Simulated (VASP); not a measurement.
# Ti4AlC3 (P6_3/mmc) in VASP: notebook, part 2 of 2

VASP 6.6.1. Earlier steps stand in the parts before.

## Step 3: Single point, PBE

This run uses another cell than the first one, of 12.12 Å³/atom.

Contents of INCAR:

```
  ALGO = Normal
  EDIFF = 1E-7
  ENCUT = 520
  GGA = PE
  ISIF = 2
  ISMEAR = 0
  LASPH = True
  LCHARG = False
  LREAL = Auto
  LWAVE = False
  NBANDS = 77
  NELM = 100
  PREC = Accurate
  SIGMA = 0.1
```

Contents of KPOINTS:

```
k-points
0
Gamma
  9 9 1
```

Contents of POSCAR:

```
Ti4AlC3
1.0
    3.0808808220      0.0000000000      0.0000000000
   -1.5404404110      2.6681210579      0.0000000000
    0.0000000000      0.0000000000     23.5949980967
Ti Al C
8 2 6
Direct
    0.3333333333      0.6666666667      0.0509143514
    0.6666666667      0.3333333333      0.9490856486
    0.6666666667      0.3333333333      0.5509143514
    0.3333333333      0.6666666667      0.4490856486
    0.0000000000      0.0000000000      0.1529430627
    0.0000000000      0.0000000000      0.8470569373
    0.0000000000      0.0000000000      0.6529430627
    0.0000000000      0.0000000000      0.3470569373
    0.3333333333      0.6666666667      0.2500000000
    0.6666666667      0.3333333333      0.7500000000
    0.0000000000      0.0000000000      0.0000000000
    0.0000000000      0.0000000000      0.5000000000
    0.6666666667      0.3333333333      0.1079640455
    0.3333333333      0.6666666667      0.8920359545
    0.3333333333      0.6666666667      0.6079640455
    0.6666666667      0.3333333333      0.3920359545
```

Potentials or basis: VASP PAW PBE potentials, release 64 (Ti_sv, Al, C).

The run is started by

```
cat potpaw_PBE.64/Ti_sv/POTCAR potpaw_PBE.64/Al/POTCAR potpaw_PBE.64/C/POTCAR > POTCAR
mpirun -np 1 vasp_std > vasp.out
```

OUTCAR:

```text
EDIFF = 1E-7
   ENCUT = 520
   GGA = PE
   ISIF = 2
   ISMEAR = 0
   LASPH = True
   LREAL = Auto
   NELM = 100
   PREC = Accurate

 ion  position               nearest neighbor table
   1  0.333  0.667  0.051-  11 2.15  11 2.15  11 2.15  13 2.23  13 2.23  13 2.23
   2  0.667  0.333  0.949-  11 2.15  11 2.15  11 2.15  14 2.23  14 2.23  14 2.23
   3  0.667  0.333  0.551-  12 2.15  12 2.15  12 2.15  15 2.23  15 2.23  15 2.23
   4  0.333  0.667  0.449-  12 2.15  12 2.15  12 2.15  16 2.23  16 2.23  16 2.23
   5  0.000  0.000  0.153-  13 2.07  13 2.07  13 2.07   9 2.90   9 2.90   9 2.90
   6  0.000  0.000  0.847-  14 2.07  14 2.07  14 2.07  10 2.90  10 2.90  10 2.90
[... 8 lines left out ...]
  15  0.333  0.667  0.608-   7 2.07   7 2.07   7 2.07   3 2.23   3 2.23   3 2.23
  16  0.667  0.333  0.392-   8 2.07   8 2.07   8 2.07   4 2.23   4 2.23   4 2.23

  LATTYP: Found a hexagonal cell.
 ALAT       =     3.0808808220
 C/A-ratio  =     7.6585234743

  Lattice vectors:

 A1 = (   3.0808808220,   0.0000000000,   0.0000000000)
 A2 = (  -1.5404404110,   2.6681210579,   0.0000000000)
 A3 = (   0.0000000000,   0.0000000000,  23.5949980967)

Analysis of symmetry for initial positions (statically):
=====================================================================
 Subroutine PRICEL returns:
 Original cell was already a primitive cell.

 Routine SETGRP: Setting up the symmetry group for a
 hexagonal supercell.

 Subroutine GETGRP returns: Found 24 space group operations
 (whereof 12 operations were pure point group operations)
 out of a pool of 24 trial point group operations.

The static configuration has the point symmetry D_3d.
 The point group associated with its full space group is D_6h.

Analysis of symmetry for dynamics (positions and initial velocities):
=====================================================================
 Subroutine PRICEL returns:
 Original cell was already a primitive cell.

 Routine SETGRP: Setting up the symmetry group for a
[... 147 lines left out ...]
   GGA     = PE    functional components
   LHFCALC =     F    Hartree Fock is set to
   AEXX    =    0.0000 exact exchange contribution
   IVDW    =     0    specifies the selected vdW correction
   LEPSILON=     F    determine dielectric tensor
   LRPA    =     F    only Hartree local field effects (RPA)
 non-spin polarized calculation
 Gauss-broadening in eV      SIGMA  =   0.10
  energy-cutoff  :      520.00
  volume of cell :      193.95
 maximum number of plane-waves:      5238
 NGX is ok and might be reduce to    24
   NGX = 11   NGY = 11   NGZ = 87

 number of electron     125.9999967 magnetization

 Free energy of the ion-electron system (eV)
  ---------------------------------------------------
  ext. energy  EPLUGINS =         0.00000000
  ---------------------------------------------------
  free energy    TOTEN  =      -138.17411282 eV

  energy without entropy =     -138.15962454  energy(sigma->0) =     -138.16686868

 E-fermi :   8.6187     XC(G=0): -11.8929

 val. band max:        8.6000425661   @ k =   0.1111   0.1111   0.0000
 cond. band min:       8.6350364912   @ k =   0.2222   0.2222   0.0000
 fundamental gap:      0.0349939251
 Fermi energy:         8.6186943797

 k-point     1 :       0.0000    0.0000    0.0000
  band No.  band energies     occupation
      1     -48.0898      2.00000
      2     -48.0897      2.00000
      3     -48.0516      2.00000
      4     -48.0516      2.00000
      5     -48.0125      2.00000
      6     -48.0124      2.00000
[... 925 lines left out ...]
     74      10.9519      0.00000
     75      11.0068      0.00000
 [bands above 75 left out]

------------------------ aborting loop because EDIFF is reached ----------------------------------------

  FORCE on cell =-STRESS in cart. coord.  units (eV):
  Direction    XX          YY          ZZ          XY          YZ          ZX
  --------------------------------------------------------------------------------------
  -------------------------------------------------------------------------------------
  Total        0.0599737      0.0599737      0.0087528     -0.0000000      0.0000000     -0.0000000
  in kB        0.4954170      0.4954170      0.0723035     -0.0000000      0.0000000     -0.0000000
  external PRESSURE =       0.3543792 kB  Pullay stress =       0.0000000 kB

 VOLUME and BASIS-vectors are now :
 -----------------------------------------------------------------------------
  energy-cutoff  :      520.00
  volume of cell :      193.95
      direct lattice vectors                 reciprocal lattice vectors
     3.080880822  0.000000000  0.000000000     0.324582500  0.187397794  0.000000000
    -1.540440411  2.668121058  0.000000000     0.000000000  0.374795588  0.000000000
     0.000000000  0.000000000 23.594998097     0.000000000  0.000000000  0.042381864

 POSITION                                       TOTAL-FORCE (eV/Angst)
 -----------------------------------------------------------------------------------
     -0.00000      1.77875      1.20132        -0.000000      0.000000     -0.005646
      1.54044      0.88937     22.39367         0.000000     -0.000000      0.005646
      1.54044      0.88937     12.99882         0.000000     -0.000000     -0.005646
     -0.00000      1.77875     10.59618        -0.000000      0.000000      0.005646
      0.00000      0.00000      3.60869         0.000000      0.000000      0.000855
      0.00000      0.00000     19.98631        -0.000000     -0.000000     -0.000855
[... 8 lines left out ...]
     -0.00000      1.77875     14.34491         0.000000     -0.000000      0.000098
      1.54044      0.88937      9.25009        -0.000000      0.000000     -0.000098
 -----------------------------------------------------------------------------------
    total drift:                               -0.000000      0.000000     -0.000000

  FREE ENERGIE OF THE ION-ELECTRON SYSTEM (eV)
  ---------------------------------------------------
  free  energy   TOTEN  =      -138.1741128244 eV

  energy  without entropy=     -138.1596245449  energy(sigma->0) =     -138.16686868
```

OSZICAR:

```text
N       E                     dE             d eps       ncg     rms          rms(c)
DAV:   1     0.180952913890E+04    0.18095E+04   -0.59999E+04  1848   0.195E+03
DAV:   2     0.150125196035E+03   -0.16594E+04   -0.16125E+04  1848   0.615E+02
DAV:   3    -0.140861172527E+03   -0.29099E+03   -0.28119E+03  2650   0.215E+02
[... 12 lines left out ...]
DAV:  16    -0.138174111191E+03    0.11403E-04   -0.18484E-04  2523   0.107E-01    0.121E-02
DAV:  17    -0.138174113059E+03   -0.18683E-05   -0.16500E-05  2976   0.294E-02    0.600E-03
DAV:  18    -0.138174112287E+03    0.77243E-06   -0.38718E-06  2387   0.104E-02    0.153E-03
DAV:  19    -0.138174112550E+03   -0.26387E-06   -0.28529E-07  1848   0.330E-03    0.850E-04
DAV:  20    -0.138174112737E+03   -0.18636E-06   -0.85173E-08  1344   0.189E-03    0.647E-04
DAV:  21    -0.138174112824E+03   -0.87601E-07   -0.52931E-08  1224   0.151E-03
   1 F= -.13817411E+03 E0= -.13816687E+03  d E =-.144883E-01
```

It took 13 min on 1 thread of Intel Xeon Platinum 8375C at 2.90GHz (Ice Lake), shared host; peak memory 0.37 GiB.

What came out:

```yaml
Free_energy: -138.1741 eV
Pressure: 0.0 GPa
Largest_force: 0.006 eV/Å
Band_gap_on_the_k_mesh: zero (bands 63 and 64 overlap by 1.50 eV)
```

Forces on the atoms (eV/Å):
```
Ti   0.000  0.000 -0.006
Ti   0.000  0.000  0.006
Ti   0.000  0.000 -0.006
Ti   0.000  0.000  0.006
Ti   0.000  0.000  0.001
Ti   0.000  0.000 -0.001
Ti   0.000  0.000  0.001
Ti   0.000  0.000 -0.001
Al   0.000  0.000  0.000
Al   0.000  0.000  0.000
C    0.000  0.000  0.000
C    0.000  0.000  0.000
C    0.000  0.000  0.000
C    0.000  0.000  0.000
C    0.000  0.000  0.000
C    0.000  0.000  0.000
```

Levels at points of the mesh, in eV from the Fermi level:
```csv
k point,band 59,band 60,band 61,band 62,band 63,band 64,band 65,band 66,band 67,band 68
"(0.00, 0.00, 0.00)",-0.98,-0.88,0.59,0.59,0.59,0.59,0.62,0.68,1.35,1.35
```

## Step 4: Relaxation of cell and atoms, PBE

Contents of INCAR:

```
PREC     = Accurate       # precision mode
ENCUT    = 600            # plane-wave cutoff, eV
EDIFF    = 1E-7           # SCF threshold, eV
ISMEAR   = 0              # smearing method
SIGMA    = 0.1            # smearing width, eV
LREAL    = Auto         
LASPH    = T              # aspherical terms in the spheres
NELM     = 80             # most SCF steps
ALGO     = Normal         # electronic algorithm
ISIF     = 3              # what is computed and relaxed
LWAVE    = F              # write WAVECAR
LCHARG   = F              # write CHGCAR
GGA      = PE             # functional
IBRION   = 2              # ionic algorithm
NSW      = 100            # ionic steps
EDIFFG   = -0.05          # ionic threshold
```

Contents of KPOINTS:

```
Automatic mesh
0
Gamma
  9 9 1
```

Contents of POSCAR:

```
Ti4AlC3
1.0
    3.0600000000      0.0000000000      0.0000000000
   -1.5300000000      2.6500377400      0.0000000000
    0.0000000000      0.0000000000     23.6100000000
Ti Al C
8 2 6
Direct
    0.3333333300      0.6666666700      0.0560000000
    0.6666666700      0.3333333300      0.9440000000
    0.6666666700      0.3333333300      0.5560000000
    0.3333333300      0.6666666700      0.4440000000
    0.0000000000      0.0000000000      0.1520000000
    0.0000000000      0.0000000000      0.8480000000
    0.0000000000      0.0000000000      0.6520000000
    0.0000000000      0.0000000000      0.3480000000
    0.3333333300      0.6666666700      0.2500000000
    0.6666666700      0.3333333300      0.7500000000
    0.0000000000      0.0000000000      0.0000000000
    0.0000000000      0.0000000000      0.5000000000
    0.6666666700      0.3333333300      0.1106000000
    0.3333333300      0.6666666700      0.8894000000
    0.3333333300      0.6666666700      0.6106000000
    0.6666666700      0.3333333300      0.3894000000
```

The run is started by

```
cat potpaw_PBE.64/Ti_sv/POTCAR potpaw_PBE.64/Al/POTCAR potpaw_PBE.64/C/POTCAR > POTCAR
mpirun -np 1 vasp_std > vasp.out
```

It took 57 min on 1 thread of Intel Xeon Platinum 8375C at 2.90GHz (Ice Lake), shared host; peak memory 0.42 GiB.

Results (log left out):

```
Free energy                           : -138.1684 eV
Relaxed volume                        : 12.12 Å³/atom
Relaxed cell                          : a = 3.081 Å, b = 3.081 Å, c = 23.586 Å, α = 90.00°, β = 90.00°, γ = 120.00°
Space group after relaxing (to 0.1 Å) : P6_3/mmc (No. 194)
Energy gained by relaxing             : 62.7 meV/atom
Ionic steps                           : 10
Pressure after relaxing               : 0.1 GPa
Largest force after relaxing          : 0.047 eV/Å
Band gap on the k mesh                : zero (bands 63 and 64 overlap by 1.50 eV)
```

Forces on the atoms (eV/Å):
```
Ti   0.000  0.000  0.047
Ti   0.000  0.000 -0.047
Ti   0.000  0.000  0.047
Ti   0.000  0.000 -0.047
Ti   0.000  0.000 -0.009
Ti   0.000  0.000  0.009
Ti   0.000  0.000 -0.009
Ti   0.000  0.000  0.009
Al   0.000  0.000  0.000
Al   0.000  0.000  0.000
C    0.000  0.000  0.000
C    0.000  0.000  0.000
C    0.000  0.000  0.021
C    0.000  0.000 -0.021
C    0.000  0.000  0.021
C    0.000  0.000 -0.021
```

Stress tensor (GPa, compression positive):
```
0.07 0.00 0.00
0.00 0.07 0.00
0.00 0.00 0.16
```

Step by step:
| step | energy change (eV) | largest force (eV/Å) | pressure (GPa) | volume (Å³) |
| --- | --- | --- | --- | --- |
| 1 | 0.0000 | 3.1275 | 4.91 | 191.46 |
| 2 | -0.4769 | 1.5535 | -8.47 | 201.78 |
| 3 | -0.8975 | 0.4860 | -4.07 | 197.45 |
| 4 | -0.9368 | 0.5141 | 3.19 | 190.32 |
| 5 | -0.9784 | 0.2123 | 0.03 | 193.24 |
| 6 | -0.9892 | 0.1364 | 0.30 | 193.13 |
| 7 | -0.9918 | 0.1874 | 0.53 | 193.05 |
| 8 | -0.9988 | 0.1208 | -0.05 | 193.73 |
| 9 | -1.0007 | 0.0683 | -0.61 | 194.42 |
| 10 | -1.0029 | 0.0468 | 0.10 | 193.91 |

Final structure:
```cif
data_structure
_symmetry_space_group_name_H-M 'P 1'
_symmetry_Int_Tables_number 1
_cell_length_a 3.0812
_cell_length_b 3.0812
_cell_length_c 23.5855
_cell_angle_alpha 90.000
_cell_angle_beta 90.000
_cell_angle_gamma 120.000
_cell_volume 193.91
loop_
_atom_site_label
_atom_site_type_symbol
_atom_site_fract_x
_atom_site_fract_y
_atom_site_fract_z
_atom_site_occupancy
Ti1 Ti 0.33333 0.66667 0.05085 1
Ti2 Ti 0.66667 0.33333 0.94915 1
Ti3 Ti 0.66667 0.33333 0.55085 1
Ti4 Ti 0.33333 0.66667 0.44915 1
Ti5 Ti 0.00000 0.00000 0.15296 1
Ti6 Ti 0.00000 0.00000 0.84704 1
Ti7 Ti 0.00000 0.00000 0.65296 1
Ti8 Ti 0.00000 0.00000 0.34704 1
Al1 Al 0.33333 0.66667 0.25000 1
Al2 Al 0.66667 0.33333 0.75000 1
C1 C 0.00000 0.00000 0.00000 1
C2 C 0.00000 0.00000 0.50000 1
C3 C 0.66667 0.33333 0.10789 1
C4 C 0.33333 0.66667 0.89211 1
C5 C 0.33333 0.66667 0.60789 1
C6 C 0.66667 0.33333 0.39211 1
```

Levels at points of the mesh, in eV from the Fermi level:
```tsv
k point	band 60	band 61	band 62	band 63	band 64	band 65	band 66	band 67
(0.00, 0.00, 0.00)	-0.87	0.59	0.59	0.59	0.59	0.63	0.69	1.35
```

Caveat: the relaxation stopped at a loose force limit of 0.05 eV/Å, so its end isn't a converged minimum.

## Step 5: The runs side by side

| task | cell | k mesh | cutoff (eV) | gap on the mesh (eV) | pressure (GPa) | largest force (eV/Å) |
| --- | --- | --- | --- | --- | --- | --- |
| single point | a = 3.060, b = 3.060, c = 23.610 Å, angles 90.0, 90.0, 120.0°, 16 atoms, atomic positions A | 6 × 6 × 1 | 520 | none | 5.2 | 3.16 |
| single point | a = 3.081, b = 3.081, c = 23.595 Å, angles 90.0, 90.0, 120.0°, 16 atoms, atomic positions B | 9 × 9 × 1 | 520 | none | 0.0 | 0.01 |
| relaxation of cell and atoms | relaxed from a = 3.060, b = 3.060, c = 23.610 Å, angles 90.0, 90.0, 120.0°, 16 atoms, atomic positions A | 9 × 9 × 1 | 600 | none | 0.1 | 0.05 |

Alike in all rows: level PBE; potentials or basis VASP PAW PBE potentials, release 64 (Ti_sv, Al, C); no spin polarisation; smearing gaussian 0.1 eV.

Caveats: some runs use coarse meshes; forces of over 1 eV/Å act on the atoms, so gaps and moduli don't describe the material at rest (at least some runs); the relaxation stopped at a loose force limit of 0.05 eV/Å, so its end isn't a converged minimum (at least some runs).

Total energies depend on the potentials used, so only differences within one code and one set of settings carry meaning.

The gap in the log of VASP goes by the Fermi energy; the results here count the filled bands.